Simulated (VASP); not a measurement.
A run of VASP 6.6.1 is set up as follows.

The input INCAR:

```
  ALGO = Normal
  EDIFF = 1E-8
  ENCUT = 520
  GGA = PE
  ISIF = 2
  ISMEAR = -1
  LASPH = T
  LCHARG = F
  LEFG = T
  LREAL = F
  LWAVE = F
  NBANDS = 16
  NELM = 100
  PREC = Accurate
  SIGMA = 0.03
```

The input KPOINTS:

```
k-points
0
Gamma
  8 8 8
```

The input POSCAR:

```
CdSe
1.0
    0.0000000000      3.0804715101      3.0804715101
    3.0804715101      0.0000000000      3.0804715101
    3.0804715101      3.0804715101      0.0000000000
Cd Se
1 1
Direct
    0.0000000000      0.0000000000      0.0000000000
    0.2500000000      0.2500000000      0.2500000000
```

Potentials or basis: VASP PAW PBE potentials, release 64 (Cd, Se).

The run is started by

```console
$ cat potpaw_PBE.64/Cd/POTCAR potpaw_PBE.64/Se/POTCAR > POTCAR
$ mpirun -np 1 vasp_std > vasp.out
```

Problem. What does it give for the band gap on the k mesh?

Solution. 0.53 eV, direct.

Problem. Estimate the pressure.

Solution. 1.1 GPa.

Caveat: without QUAD_EFG the Cq values of the log hold for a quadrupole moment of 1 mb, not for the nuclei.
